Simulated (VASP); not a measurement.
# Cu2O (Pn-3m) in VASP: notebook

Cu2O is run at these levels: r2SCAN; tasks: electric field gradients.

Everything below comes from runs of VASP 6.6.1. Logs are shortened: lines on timing, memory, paths and dates and some standing lists are left out, and cuts for length are marked.

**Measured values to compare with.**

From “Importance of surface oxygen vacancies for ultrafast hot carrier relaxation and transport in Cu2O”, 2021, arxiv:2103.03167, for a bulk crystal of Cu2O: band gap 2.17 eV (direct).

The results are compared with them further down.

### 1 The cell of the first run

The structure is cubic, space group Pn-3m (No. 224). Conventional cell: a = 4.246 Å, b = 4.246 Å, c = 4.246 Å, α = 90.00°, β = 90.00°, γ = 90.00°. Within 2.4 Å of Cu (site symmetry -3m) lie 2 O at 1.84 Å. Within 2.4 Å of O (site symmetry -43m) lie 4 Cu at 1.84 Å.

### 2 Electric field gradients, r2SCAN

The input, POSCAR:

```
Cu2O
1.0
    4.2456701387      0.0000000000      0.0000000000
    0.0000000000      4.2456701387      0.0000000000
    0.0000000000      0.0000000000      4.2456701387
Cu O
4 2
Direct
    0.2500000000      0.2500000000      0.2500000000
    0.2500000000      0.7500000000      0.7500000000
    0.7500000000      0.7500000000      0.2500000000
    0.7500000000      0.2500000000      0.7500000000
    0.0000000000      0.0000000000      0.0000000000
    0.5000000000      0.5000000000      0.5000000000
```

The input, INCAR.step1:

```
PREC = Accurate ; ENCUT = 580
ISMEAR = 0 ; SIGMA = 0.05
LREAL = False ; LASPH = True
NELM = 120 ; NBANDS = 37
GGA = PE ; ALGO = Normal
EDIFF = 1E-5 ; LWAVE = True
LCHARG = False ; GGA_COMPAT = False
```

The input, INCAR.step2:

```
PREC = Accurate ; ENCUT = 580
EDIFF = 1E-8 ; ISMEAR = 0
SIGMA = 0.05 ; LREAL = False
LASPH = True ; NELM = 120
ALGO = Normal ; ISIF = 2
LWAVE = False ; LCHARG = False
METAGGA = R2SCAN ; LMIXTAU = True
LEFG = True ; NBANDS = 37
ISTART = 1 ; GGA_COMPAT = False
```

The input, KPOINTS:

```
Automatic mesh
0
Gamma
  8 8 8
```

Potentials or basis: VASP PAW PBE potentials, release 64 (Cu, O).

Run with:

```
$ cat potpaw_PBE.64/Cu/POTCAR potpaw_PBE.64/O/POTCAR > POTCAR
$ cp INCAR.step1 INCAR
$ mpirun -np 1 vasp_std > vasp.out
$ cp INCAR.step2 INCAR
$ mpirun -np 1 vasp_std > vasp.out
```

OUTCAR:

```text
PREC = Accurate
   ENCUT = 580
   EDIFF = 1E-8
   ISMEAR = 0
   LREAL = False
   LASPH = True
   NELM = 120
   ISIF = 2
   METAGGA = R2SCAN
   ISTART = 1

 ion  position               nearest neighbor table
   1  0.250  0.250  0.250-   5 1.84   6 1.84
   2  0.250  0.750  0.750-   5 1.84   6 1.84
   3  0.750  0.750  0.250-   5 1.84   6 1.84
   4  0.750  0.250  0.750-   5 1.84   6 1.84
   5  0.000  0.000  0.000-   1 1.84   2 1.84   3 1.84   4 1.84
   6  0.500  0.500  0.500-   1 1.84   2 1.84   3 1.84   4 1.84

  LATTYP: Found a simple cubic cell.
 ALAT       =     4.2456701387

  Lattice vectors:

 A1 = (   4.2456701387,   0.0000000000,   0.0000000000)
 A2 = (   0.0000000000,   4.2456701387,   0.0000000000)
 A3 = (   0.0000000000,   0.0000000000,   4.2456701387)

Analysis of symmetry for initial positions (statically):
=====================================================================
 Subroutine PRICEL returns:
 Original cell was already a primitive cell.

 Routine SETGRP: Setting up the symmetry group for a
 simple cubic supercell.

 Subroutine GETGRP returns: Found 48 space group operations
 (whereof 24 operations were pure point group operations)
 out of a pool of 48 trial point group operations.

The static configuration has the point symmetry T_d .
 The point group associated with its full space group is O_h .

Analysis of symmetry for dynamics (positions and initial velocities):
=====================================================================
 Subroutine PRICEL returns:
 Original cell was already a primitive cell.

 Routine SETGRP: Setting up the symmetry group for a
 simple cubic supercell.

 Subroutine GETGRP returns: Found 48 space group operations
 (whereof 24 operations were pure point group operations)
 out of a pool of 48 trial point group operations.

The dynamic configuration has the point symmetry T_d .
 The point group associated with its full space group is O_h .

 Subroutine INISYM returns: Found 48 space group operations
 (whereof 24 operations are pure point group operations),
 and found     1 'primitive' translations

----------------------------------------------------------------------------------------

                                     Primitive cell

  volume of cell :      76.5312

  direct lattice vectors                    reciprocal lattice vectors
     4.245670139  0.000000000  0.000000000     0.235534078  0.000000000  0.000000000
     0.000000000  4.245670139  0.000000000     0.000000000  0.235534078  0.000000000
     0.000000000  0.000000000  4.245670139     0.000000000  0.000000000  0.235534078

  length of vectors
     4.245670139  4.245670139  4.245670139     0.235534078  0.235534078  0.235534078

  position of ions in fractional coordinates (direct lattice)
     0.250000000  0.250000000  0.250000000
     0.250000000  0.750000000  0.750000000
     0.750000000  0.750000000  0.250000000
     0.750000000  0.250000000  0.750000000
     0.000000000  0.000000000  0.000000000
     0.500000000  0.500000000  0.500000000

  ion indices of the primitive-cell ions
   primitive index   ion index
                 1           1
                 2           2
                 3           3
                 4           4
                 5           5
                 6           6

[... 58 lines left out ...]
   ions per type =               4   2
   NGX,Y,Z   is equivalent  to a cutoff of  14.10, 14.10, 14.10 a.u.
   NGXF,Y,Z  is equivalent  to a cutoff of  28.19, 28.19, 28.19 a.u.
 SYSTEM =  unknown system
   PREC   = accura    normal or accurate (medium, high low for compatibility)
   ISTART =      1    job   : 0-new  1-cont  2-samecut
   ICHARG =      0    charge: 1-file 2-atom 10-const
   ISPIN  =      1    spin polarized calculation?
   LNONCOLLINEAR =      F non collinear calculations
   LSORBIT =      F    spin-orbit coupling
   LASPH  =      T    aspherical Exc in radial PAW
   ENCUT  =  580.0 eV  42.63 Ry    6.53 a.u.   8.34  8.34  8.34*2*pi/ulx,y,z
   NELM   =    120;   NELMIN=  2; NELMDL=  0     # of ELM steps
   EDIFF  = 0.1E-07   stopping-criterion for ELM
   LREAL  =      F    real-space projection
   EDIFFG = 0.1E-06   stopping-criterion for IOM
   NSW    =      0    number of steps for IOM
   IBRION =     -1    ionic relax: 0-MD 1-quasi-New 2-CG
   NFREE  =      0    steps in history (QN), initial steepest desc. (CG)
   ISIF   =      2    stress and relaxation
   ISYM   =      2    0-nonsym 1-usesym 2-fastsym
   POTIM  = 0.5000    time-step for ionic-motion
   TEBEG  =    0.0;   TEEND  =   0.0 temperature during run
   PSTRESS=    0.0 pullay stress
   NELECT =      56.0000    total number of electrons
   NUPDOWN=      -1.0000    fix difference up-down
   EMIN   =  10.00;   EMAX   =-10.00  energy-range for DOS
   EFERMI =   0.00;   METHOD = LEGACY
   ISMEAR =     0;   SIGMA  =   0.05  broadening in eV -4-tet -1-fermi 0-gaus
   EFERMI_NEDOS =   21; number of points for ismear=-14 and -15
   IALGO  =     38    algorithm
   IMIX   =      4    mixing-type and parameters
     AMIX     =   0.40;   BMIX     =  1.00
     AMIX_MAG =   1.60;   BMIX_MAG =  1.00
  volume/ion in A,a.u.               =      12.76        86.08
  Fermi-wavevector in a.u.,A,eV,Ry     =   1.475224  2.787769 29.610160  2.176285
  Thomas-Fermi vector in A             =   2.589899
   LORBIT       =      0    0 simple, 1 ext, 2 COOP (PROOUT), +10 PAW based schemes
   METAGGA = R2SCAN    functional components
   LHFCALC =     F    Hartree Fock is set to
   AEXX    =    0.0000 exact exchange contribution
   IVDW    =     0    specifies the selected vdW correction
   LEPSILON=     F    determine dielectric tensor
   LRPA    =     F    only Hartree local field effects (RPA)
 non-spin polarized calculation
 Gauss-broadening in eV      SIGMA  =   0.05
  energy-cutoff  :      580.00
  volume of cell :       76.53
 maximum number of plane-waves:      2469
 NGX is ok and might be reduce to    36
   NGX = 17   NGY = 17   NGZ = 17

 number of electron      55.9999991 magnetization

 Free energy of the ion-electron system (eV)
  ---------------------------------------------------
  ext. energy  EPLUGINS =         0.00000000
  ---------------------------------------------------
  free energy    TOTEN  =       -58.21216233 eV

  energy without entropy =      -58.21216233  energy(sigma->0) =      -58.21216233

 E-fermi :   4.9120     XC(G=0): -11.6956

 val. band max:        4.7081665415   @ k =   0.0000   0.0000   0.0000
 cond. band min:       5.4973257528   @ k =   0.0000   0.0000   0.0000
 fundamental gap:      0.7891592113
 Fermi energy:         4.9119984986

 k-point     1 :       0.0000    0.0000    0.0000
  band No.  band energies     occupation
      1     -16.6794      2.00000
      2     -15.9552      2.00000
      3      -2.8357      2.00000
      4      -2.8357      2.00000
      5      -2.8357      2.00000
      6      -0.3672      2.00000
[... 949 lines left out ...]
     36      14.4975      0.00000
     37      15.9086      0.00000

 [... further k-points ...]

------------------------ aborting loop because EDIFF is reached ----------------------------------------

  FORCE on cell =-STRESS in cart. coord.  units (eV):
  Direction    XX          YY          ZZ          XY          YZ          ZX
  --------------------------------------------------------------------------------------
  -------------------------------------------------------------------------------------
  Total        0.4763600      0.4763600      0.4763600      0.0000000      0.0000000      0.0000000
  in kB        9.9725711      9.9725711      9.9725711      0.0000000      0.0000000      0.0000000
  external PRESSURE =       9.9725711 kB  Pullay stress =       0.0000000 kB

 VOLUME and BASIS-vectors are now :
 -----------------------------------------------------------------------------
  energy-cutoff  :      580.00
  volume of cell :       76.53
      direct lattice vectors                 reciprocal lattice vectors
     4.245670139  0.000000000  0.000000000     0.235534078  0.000000000  0.000000000
     0.000000000  4.245670139  0.000000000     0.000000000  0.235534078  0.000000000
     0.000000000  0.000000000  4.245670139     0.000000000  0.000000000  0.235534078

 POSITION                                       TOTAL-FORCE (eV/Angst)
 -----------------------------------------------------------------------------------
      1.06142      1.06142      1.06142        -0.000000     -0.000000      0.000000
      1.06142      3.18425      3.18425        -0.000000     -0.000000     -0.000000
      3.18425      3.18425      1.06142         0.000000      0.000000      0.000000
      3.18425      1.06142      3.18425         0.000000     -0.000000     -0.000000
      0.00000      0.00000      0.00000        -0.000000      0.000000     -0.000000
      2.12284      2.12284      2.12284        -0.000000     -0.000000     -0.000000
 -----------------------------------------------------------------------------------
    total drift:                                0.000000      0.000000      0.000000

  FREE ENERGIE OF THE ION-ELECTRON SYSTEM (eV)
  ---------------------------------------------------
  free  energy   TOTEN  =       -58.2121623332 eV

  energy  without entropy=      -58.2121623332  energy(sigma->0) =      -58.21216233

 Electric field gradients (V/A^2)
---------------------------------------------------------------------
 ion       V_xx      V_yy      V_zz      V_xy      V_xz      V_yz
---------------------------------------------------------------------
   1      -0.000    -0.000    -0.000   -34.404   -34.404   -34.404
   2      -0.000    -0.000    -0.000    34.404    34.404   -34.404
   3      -0.000    -0.000    -0.000   -34.404    34.404    34.404
   4      -0.000    -0.000    -0.000    34.404   -34.404    34.404
   5      -0.000    -0.000     0.000    -0.000     0.000     0.000
   6      -0.000     0.000     0.000     0.000     0.000     0.000
---------------------------------------------------------------------

 Electric field gradients after diagonalization (V/A^2)
 (convention: |V_zz| > |V_xx| > |V_yy|)
----------------------------------------------------------------------
 ion       V_xx      V_yy      V_zz     asymmetry (V_yy - V_xx)/ V_zz
----------------------------------------------------------------------
   1      34.404    34.404   -68.808       0.000
   2      34.404    34.404   -68.808       0.000
   3      34.404    34.404   -68.808       0.000
   4      34.404    34.404   -68.808       0.000
   5       0.000    -0.000    -0.000       0.725
   6       0.000    -0.000    -0.000       0.817
----------------------------------------------------------------------

           NMR quadrupolar parameters

 Cq : quadrupolar parameter    Cq=e*Q*V_zz/h
 eta: asymmetry parameters     (V_yy - V_xx)/ V_zz
 Q  : nuclear electric quadrupole moment in mb (millibarn)
----------------------------------------------------------------------
 ion       Cq(MHz)       eta       Q (mb)
----------------------------------------------------------------------
   1      -0.166       0.000       1.000
   2      -0.166       0.000       1.000
   3      -0.166       0.000       1.000
   4      -0.166       0.000       1.000
   5      -0.000       0.725       1.000
   6      -0.000       0.817       1.000
----------------------------------------------------------------------
```

Run time: 17 min. Hardware: 1 thread of Oxide Virtual Turin-like, shared host; peak memory 0.23 GiB.

What came out:

```yaml
Free_energy: -58.2122 eV
Pressure: 1.0 GPa
Band_gap_on_the_k_mesh: 0.79 eV
Largest_electric_field_gradient_by_atom: Cu -68.8; O +0.0 V/Å²
```

Levels at points of the mesh, in eV from the valence-band top:
| k point | band 24 | band 25 | band 26 | band 27 | band 28 | band 29 | band 30 | band 31 | band 32 | band 33 |
| --- | --- | --- | --- | --- | --- | --- | --- | --- | --- | --- |
| (0.00, 0.00, 0.00) | -1.67 | -1.67 | 0.00 | 0.00 | 0.00 | 0.79 | 1.48 | 1.48 | 8.53 | 8.53 |
| (0.50, 0.00, 0.00) | -1.79 | -1.30 | -1.30 | -0.38 | -0.38 | 2.55 | 2.55 | 4.53 | 4.53 | 7.96 |
| (0.50, 0.50, 0.00) | -1.58 | -1.31 | -1.31 | -0.66 | -0.66 | 2.21 | 2.21 | 4.18 | 4.18 | 7.27 |
| (0.50, 0.50, 0.50) | -1.73 | -0.94 | -0.60 | -0.60 | -0.60 | 2.73 | 2.73 | 2.73 | 5.30 | 5.30 |

Electric field gradients, principal values (V/Å²):
```csv
atom,least,middle,greatest (by size)
1 Cu,34.404,34.404,-68.808
2 Cu,34.404,34.404,-68.808
3 Cu,34.404,34.404,-68.808
4 Cu,34.404,34.404,-68.808
5 O,0.000,0.000,0.000
6 O,0.000,0.000,0.000
```

Caveat: semilocal functionals underestimate gaps, and a narrow one can read as zero; without QUAD_EFG the Cq values of the log hold for a quadrupole moment of 1 mb, not for the nuclei; the PAW data sets were made with another functional, which shifts forces and pressure a little.

[end of part 1 of 2]
